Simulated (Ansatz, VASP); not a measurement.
**Two plane-wave programs on Pt**

```
CELL_PARAMETERS angstrom
2.62625 0.00000 0.00000
0.00000 2.62625 0.00000
0.00000 0.00000 2.62641
ATOMIC_POSITIONS crystal
Pt 0.50000 0.50000 0.50000
```

Alike in both runs: functional PBE; k mesh 8 × 8 × 8; occupations gaussian, width 0.1 eV; no spin polarisation.

Ansatz relaxed the structure, and its values are those at the end. VASP's run is a single point on that final structure, the one shown.

|  | VASP | Ansatz |
| --- | --- | --- |
| version | VASP 6.6.1 | Ansatz 0.2.0 |
| potentials or method | VASP PAW PBE potentials, release 64 (Pt), cutoff 520 eV | scalar-relativistic, plane waves, PAW |
| valence electrons in the cell | 10 | 18 |

```csv
,VASP,Ansatz,Ansatz less VASP
gap on the k mesh at the Fermi level (eV),none,none,-
pressure (GPa),-0.4,0.0,+0.44
```

A gap of «none» marks a metal or a gap that the smearing closes. VASP's potentials hold 10 valence electrons a cell and Ansatz's 18, so a difference there can come from the potentials and not from the codes.

Neither program's run includes spin-orbit coupling.
